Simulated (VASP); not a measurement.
The system is Tc.

```xyz
1
Lattice="0.0000 1.9250 1.9250 1.9250 0.0000 1.9250 1.9250 1.9250 0.0000" Properties=species:S:1:pos:R:3 pbc="T T T"
Tc    0.0000    0.0000    0.0000
```

This isn't the form of Tc at room conditions, which is hcp.

| Item | Value |
| --- | --- |
| Program | VASP 6.6.1 |
| Task | relaxation of cell and atoms |
| Functional | LDA |
| Potentials or basis | VASP PAW LDA potentials, release 64 (Tc_pv) |
| Cutoff | 500 eV |
| k mesh | 19 × 19 × 19 |
| Occupations | fermi-dirac, width 0.05 eV |
| Spin | no spin polarisation |

At the start: pressure -9.8 GPa; volume 14.27 Å³/atom.

Task: How do energy, volume and symmetry change on relaxing?

Result: Over 4 steps the energy falls by 13.4 meV/atom and the volume is 13.84 Å³/atom (-3.0 %); space group Fm-3m (No. 225, to 0.1 Å) before and after.

Step by step:
```
step  energy change (eV)  largest force (eV/Å)  pressure (GPa)  volume (Å³)
   1              0.0000                0.0000           -9.76        14.27
   2              0.1411                0.0000           41.74        12.55
   3             -0.0133                0.0000           -0.45        13.86
   4             -0.0134                0.0000           -0.04        13.84
```

Final structure:
```cif
data_structure
_symmetry_space_group_name_H-M 'P 1'
_symmetry_Int_Tables_number 1
_cell_length_a 2.6951
_cell_length_b 2.6951
_cell_length_c 2.6951
_cell_angle_alpha 60.000
_cell_angle_beta 60.000
_cell_angle_gamma 60.000
_cell_volume 13.84
loop_
_atom_site_label
_atom_site_type_symbol
_atom_site_fract_x
_atom_site_fract_y
_atom_site_fract_z
_atom_site_occupancy
Tc1 Tc 0.00000 0.00000 0.00000 1
```
